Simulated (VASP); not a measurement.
# ZnS (F-43m) in VASP: single point with PBE

Aim: the single point of ZnS with PBE.

Program: VASP 6.6.1. These are calculated values, not measurements. Logs are shortened: lines on timing, memory, paths and dates and some standing lists are left out, and cuts for length are marked.

## (1) The cell of the first run

The structure is cubic, space group F-43m (No. 216). The conventional cell has a = 5.404 Å, b = 5.404 Å, c = 5.404 Å, α = 90.00°, β = 90.00°, γ = 90.00°. Zn (site symmetry -43m) has 4 S at 2.34 Å within 3.1 Å. S (site symmetry -43m) has 4 Zn at 2.34 Å within 3.1 Å.

## (2) Single point, PBE

INCAR

```
PREC = Accurate
ENCUT = 520
EDIFF = 1E-7
ISMEAR = 0
SIGMA = 0.01
LREAL = F
LASPH = T
NELM = 80
ALGO = Normal
ISIF = 2
LWAVE = F
LCHARG = T
GGA = PE
LELF = T
LVHAR = T
NBANDS = 16
```

KPOINTS

```
regular mesh
0
Gamma
  4 4 4
```

POSCAR

```
ZnS
1.0
    0.0000000000      2.7020000000      2.7020000000
    2.7020000000      0.0000000000      2.7020000000
    2.7020000000      2.7020000000      0.0000000000
Zn S
1 1
Direct
    0.2500000000      0.2500000000      0.2500000000
    0.0000000000      0.0000000000      0.0000000000
```

Potentials or basis: VASP PAW PBE potentials, release 64 (Zn, S).

Launch:

```sh
$ cat potpaw_PBE.64/Zn/POTCAR potpaw_PBE.64/S/POTCAR > POTCAR
$ mpirun -np 1 vasp_std > vasp.out
```

OUTCAR:

```text
PREC = Accurate
   ENCUT = 520
   EDIFF = 1E-7
   ISMEAR = 0
   LREAL = F
   LASPH = T
   NELM = 80
   ISIF = 2
   GGA = PE

 ion  position               nearest neighbor table
   1  0.250  0.250  0.250-   2 2.34   2 2.34   2 2.34   2 2.34
   2  0.000  0.000  0.000-   1 2.34   1 2.34   1 2.34   1 2.34

  LATTYP: Found a face centered cubic cell.
 ALAT       =     5.4040000000

  Lattice vectors:

 A1 = (   0.0000000000,   2.7020000000,   2.7020000000)
 A2 = (   2.7020000000,   0.0000000000,   2.7020000000)
 A3 = (   2.7020000000,   2.7020000000,   0.0000000000)

Analysis of symmetry for initial positions (statically):
=====================================================================
 Subroutine PRICEL returns:
 Original cell was already a primitive cell.

 Routine SETGRP: Setting up the symmetry group for a
 face centered cubic supercell.

 Subroutine GETGRP returns: Found 24 space group operations
 (whereof 24 operations were pure point group operations)
 out of a pool of 48 trial point group operations.

The static configuration has the point symmetry T_d .

Analysis of symmetry for dynamics (positions and initial velocities):
=====================================================================
 Subroutine PRICEL returns:
 Original cell was already a primitive cell.

 Routine SETGRP: Setting up the symmetry group for a
 face centered cubic supercell.

 Subroutine GETGRP returns: Found 24 space group operations
 (whereof 24 operations were pure point group operations)
 out of a pool of 48 trial point group operations.

The dynamic configuration has the point symmetry T_d .

 Subroutine INISYM returns: Found 24 space group operations
 (whereof 24 operations are pure point group operations),
 and found     1 'primitive' translations

----------------------------------------------------------------------------------------

                                     Primitive cell

  volume of cell :      39.4535

  direct lattice vectors                    reciprocal lattice vectors
     0.000000000  2.702000000  2.702000000    -0.185048113  0.185048113  0.185048113
     2.702000000  0.000000000  2.702000000     0.185048113 -0.185048113  0.185048113
     2.702000000  2.702000000  0.000000000     0.185048113  0.185048113 -0.185048113

  length of vectors
     3.821205046  3.821205046  3.821205046     0.320512733  0.320512733  0.320512733

  position of ions in fractional coordinates (direct lattice)
     0.250000000  0.250000000  0.250000000
     0.000000000  0.000000000  0.000000000

  ion indices of the primitive-cell ions
   primitive index   ion index
                 1           1
                 2           2

----------------------------------------------------------------------------------------

 KPOINTS: regular mesh

Automatic generation of k-mesh.
 Grid dimensions read from file:
 generate k-points for:    4    4    4

 Generating k-lattice:

  Cartesian coordinates                     Fractional coordinates (reciprocal lattice)
    -0.046262028  0.046262028  0.046262028     0.250000000  0.000000000  0.000000000
     0.046262028 -0.046262028  0.046262028     0.000000000  0.250000000  0.000000000
     0.046262028  0.046262028 -0.046262028     0.000000000  0.000000000  0.250000000

  Length of vectors
     0.080128183  0.080128183  0.080128183

  Shift w.r.t. Gamma in fractional coordinates (k-lattice)
     0.000000000  0.000000000  0.000000000

 Subroutine IBZKPT returns following result:
 ===========================================

 Found      8 irreducible k-points:

 Following reciprocal coordinates:
            Coordinates               Weight
  0.000000  0.000000  0.000000      1.000000
  0.250000  0.000000  0.000000      8.000000
  0.500000  0.000000  0.000000      4.000000
  0.250000  0.250000  0.000000      6.000000
  0.500000  0.250000  0.000000     24.000000
 -0.250000  0.250000  0.000000     12.000000
  0.500000  0.500000  0.000000      3.000000
 -0.250000  0.500000  0.250000      6.000000
   k-points           NKPTS =      8   k-points in BZ     NKDIM =      8   number of bands    NBANDS=     16
   number of dos      NEDOS =    301   number of ions     NIONS =      2
   total plane-waves  NPLWV =  21952
   dimension x,y,z NGX =    28 NGY =   28 NGZ =   28
   dimension x,y,z NGXF=    56 NGYF=   56 NGZF=   56
   ions per type =               1   1
   NGX,Y,Z   is equivalent  to a cutoff of  12.18, 12.18, 12.18 a.u.
   NGXF,Y,Z  is equivalent  to a cutoff of  24.36, 24.36, 24.36 a.u.
 SYSTEM =  unknown system
   PREC   = accura    normal or accurate (medium, high low for compatibility)
   ISTART =      0    job   : 0-new  1-cont  2-samecut
   ICHARG =      2    charge: 1-file 2-atom 10-const
   ISPIN  =      1    spin polarized calculation?
   LNONCOLLINEAR =      F non collinear calculations
   LSORBIT =      F    spin-orbit coupling
   LASPH  =      T    aspherical Exc in radial PAW
   ENCUT  =  520.0 eV  38.22 Ry    6.18 a.u.   7.10  7.10  7.10*2*pi/ulx,y,z
   NELM   =     80;   NELMIN=  2; NELMDL= -5     # of ELM steps
   EDIFF  = 0.1E-06   stopping-criterion for ELM
   LREAL  =      F    real-space projection
   EDIFFG = 0.1E-05   stopping-criterion for IOM
   NSW    =      0    number of steps for IOM
   IBRION =     -1    ionic relax: 0-MD 1-quasi-New 2-CG
   NFREE  =      0    steps in history (QN), initial steepest desc. (CG)
   ISIF   =      2    stress and relaxation
   ISYM   =      2    0-nonsym 1-usesym 2-fastsym
   POTIM  = 0.5000    time-step for ionic-motion
   TEBEG  =    0.0;   TEEND  =   0.0 temperature during run
   PSTRESS=    0.0 pullay stress
   NELECT =      18.0000    total number of electrons
   NUPDOWN=      -1.0000    fix difference up-down
   EMIN   =  10.00;   EMAX   =-10.00  energy-range for DOS
   EFERMI =   0.00;   METHOD = LEGACY
   ISMEAR =     0;   SIGMA  =   0.01  broadening in eV -4-tet -1-fermi 0-gaus
   EFERMI_NEDOS =   21; number of points for ismear=-14 and -15
   IALGO  =     38    algorithm
   IMIX   =      4    mixing-type and parameters
     AMIX     =   0.40;   BMIX     =  1.00
     AMIX_MAG =   1.60;   BMIX_MAG =  1.00
  volume/ion in A,a.u.               =      19.73       133.12
  Fermi-wavevector in a.u.,A,eV,Ry     =   1.260290  2.381602 21.610537  1.588330
  Thomas-Fermi vector in A             =   2.393807
   LORBIT       =      0    0 simple, 1 ext, 2 COOP (PROOUT), +10 PAW based schemes
   GGA     = PE    functional components
   LHFCALC =     F    Hartree Fock is set to
   AEXX    =    0.0000 exact exchange contribution
   IVDW    =     0    specifies the selected vdW correction
   LEPSILON=     F    determine dielectric tensor
   LRPA    =     F    only Hartree local field effects (RPA)
 non-spin polarized calculation
 Gauss-broadening in eV      SIGMA  =   0.01
  energy-cutoff  :      520.00
  volume of cell :       39.45
 maximum number of plane-waves:      1068
   NGX = 15   NGY = 15   NGZ = 15

 number of electron      18.0000000 magnetization

 Free energy of the ion-electron system (eV)
  ---------------------------------------------------
  ext. energy  EPLUGINS =         0.00000000
  ---------------------------------------------------
  free energy    TOTEN  =        -6.80042253 eV

  energy without entropy =       -6.80042253  energy(sigma->0) =       -6.80042253

 E-fermi :   2.2106     XC(G=0):  -9.6192

 val. band max:        2.1321613018   @ k =   0.0000   0.0000   0.0000
 cond. band min:       4.2371247435   @ k =   0.0000   0.0000   0.0000
 fundamental gap:      2.1049634417
 Fermi energy:         2.2106368236

 k-point     1 :       0.0000    0.0000    0.0000
  band No.  band energies     occupation
      1     -11.0069      2.00000
      2      -4.2284      2.00000
      3      -4.2284      2.00000
      4      -4.2284      2.00000
      5      -3.7332      2.00000
      6      -3.7332      2.00000
      7       2.1322      2.00000
      8       2.1322      2.00000
      9       2.1322      2.00000
     10       4.2371      0.00000
     11       8.5115      0.00000
     12       8.5115      0.00000
     13       8.5115      0.00000
     14      13.8827      0.00000
     15      13.8827      0.00000
     16      13.9917      0.00000

 k-point     2 :       0.2500    0.0000    0.0000
  band No.  band energies     occupation
      1     -10.5839      2.00000
      2      -4.1792      2.00000
      3      -4.1615      2.00000
      4      -4.1615      2.00000
      5      -3.7316      2.00000
      6      -3.7316      2.00000
      7      -0.7090      2.00000
      8       1.6625      2.00000
      9       1.6625      2.00000
     10       5.5972      0.00000
     11       9.0683      0.00000
     12       9.1364      0.00000
     13       9.1364      0.00000
     14      13.0912      0.00000
     15      13.0912      0.00000
     16      14.3283      0.00000

 k-point     3 :       0.5000    0.0000    0.0000
  band No.  band energies     occupation
      1     -10.0768      2.00000
      2      -4.1139      2.00000
      3      -4.1139      2.00000
      4      -3.7028      2.00000
      5      -3.7028      2.00000
      6      -3.5292      2.00000
      7      -3.1688      2.00000
      8       1.2644      2.00000
      9       1.2644      2.00000
     10       5.4297      0.00000
     11       9.0426      0.00000
     12       9.0426      0.00000
     13      11.0046      0.00000
     14      14.2930      0.00000
     15      15.5308      0.00000
     16      15.5308      0.00000

 k-point     4 :       0.2500    0.2500    0.0000
  band No.  band energies     occupation
      1     -10.4423      2.00000
      2      -4.2760      2.00000
      3      -4.0823      2.00000
      4      -4.0823      2.00000
      5      -3.7726      2.00000
      6      -3.6955      2.00000
      7      -0.4444      2.00000
      8       0.8933      2.00000
      9       0.8933      2.00000
     10       6.6126      0.00000
     11       6.6909      0.00000
     12      10.6671      0.00000
     13      10.6671      0.00000
     14      10.9572      0.00000
     15      14.6532      0.00000
     16      17.9207      0.00000

 k-point     5 :       0.5000    0.2500    0.0000
  band No.  band energies     occupation
      1      -9.9323      2.00000
      2      -4.1449      2.00000
      3      -4.0027      2.00000
      4      -3.8904      2.00000
      5      -3.6896      2.00000
      6      -3.5667      2.00000
      7      -2.3542      2.00000
      8      -0.2706      2.00000
      9       0.5344      2.00000
     10       6.4496      0.00000
     11       8.1073      0.00000
     12      10.2695      0.00000
     13      10.9673      0.00000
     14      13.8286      0.00000
     15      15.6510      0.00000
     16      16.9771      0.00000

 k-point     6 :      -0.2500    0.2500    0.0000
  band No.  band energies     occupation
      1     -10.1034      2.00000
      2      -4.1054      2.00000
      3      -4.0717      2.00000
      4      -3.9472      2.00000
      5      -3.7480      2.00000
      6      -3.6711      2.00000
      7      -1.8308      2.00000
      8      -0.3846      2.00000
      9       1.2266      2.00000
     10       6.9605      0.00000
     11       8.8022      0.00000
     12       9.4225      0.00000
     13      10.0219      0.00000
     14      12.5179      0.00000
     15      15.3841      0.00000
     16      16.7611      0.00000

 k-point     7 :       0.5000    0.5000    0.0000
  band No.  band energies     occupation
      1      -9.7636      2.00000
      2      -4.2537      2.00000
      3      -3.8865      2.00000
      4      -3.8865      2.00000
      5      -3.6579      2.00000
      6      -3.5153      2.00000
      7      -2.4402      2.00000
      8      -0.0916      2.00000
      9      -0.0916      2.00000
     10       5.5235      0.00000
     11       6.1934      0.00000
     12      13.1118      0.00000
     13      14.0905      0.00000
     14      14.0905      0.00000
     15      15.8400      0.00000
     16      16.6674      0.00000

 k-point     8 :      -0.2500    0.5000    0.2500
  band No.  band energies     occupation
      1      -9.7577      2.00000
      2      -4.0958      2.00000
      3      -3.9480      2.00000
      4      -3.7907      2.00000
      5      -3.7702      2.00000
      6      -3.3318      2.00000
      7      -2.4657      2.00000
      8      -0.6214      2.00000
      9      -0.5891      2.00000
     10       7.8268      0.00000
     11       8.1618      0.00000
     12       9.9919      0.00000
     13      10.3661      0.00000
     14      14.5629      0.00000
     15      16.0509      0.00000
     16      17.0067      0.00000

------------------------ aborting loop because EDIFF is reached ----------------------------------------

  FORCE on cell =-STRESS in cart. coord.  units (eV):
  Direction    XX          YY          ZZ          XY          YZ          ZX
  --------------------------------------------------------------------------------------
  -------------------------------------------------------------------------------------
  Total        0.5084122      0.5084122      0.5084122      0.0000000      0.0000000      0.0000000
  in kB       20.6462185     20.6462185     20.6462185      0.0000000      0.0000000      0.0000000
  external PRESSURE =      20.6462185 kB  Pullay stress =       0.0000000 kB

 VOLUME and BASIS-vectors are now :
 -----------------------------------------------------------------------------
  energy-cutoff  :      520.00
  volume of cell :       39.45
      direct lattice vectors                 reciprocal lattice vectors
     0.000000000  2.702000000  2.702000000    -0.185048113  0.185048113  0.185048113
     2.702000000  0.000000000  2.702000000     0.185048113 -0.185048113  0.185048113
     2.702000000  2.702000000  0.000000000     0.185048113  0.185048113 -0.185048113

 POSITION                                       TOTAL-FORCE (eV/Angst)
 -----------------------------------------------------------------------------------
      1.35100      1.35100      1.35100         0.000000      0.000000      0.000000
      0.00000      0.00000      0.00000        -0.000000     -0.000000     -0.000000
 -----------------------------------------------------------------------------------
    total drift:                               -0.000001     -0.000001     -0.000001

  FREE ENERGIE OF THE ION-ELECTRON SYSTEM (eV)
  ---------------------------------------------------
  free  energy   TOTEN  =        -6.8004225321 eV

  energy  without entropy=       -6.8004225321  energy(sigma->0) =       -6.80042253
```

It took 14 s on 1 thread of Intel Xeon 8259CL, shared host; peak memory 0.15 GiB.

Results:

* Free energy: -6.8004 eV
* Pressure: 2.1 GPa
* Band gap on the k mesh: 2.10 eV, direct

Caveat: the k points lie up to 0.50 Å⁻¹ apart.
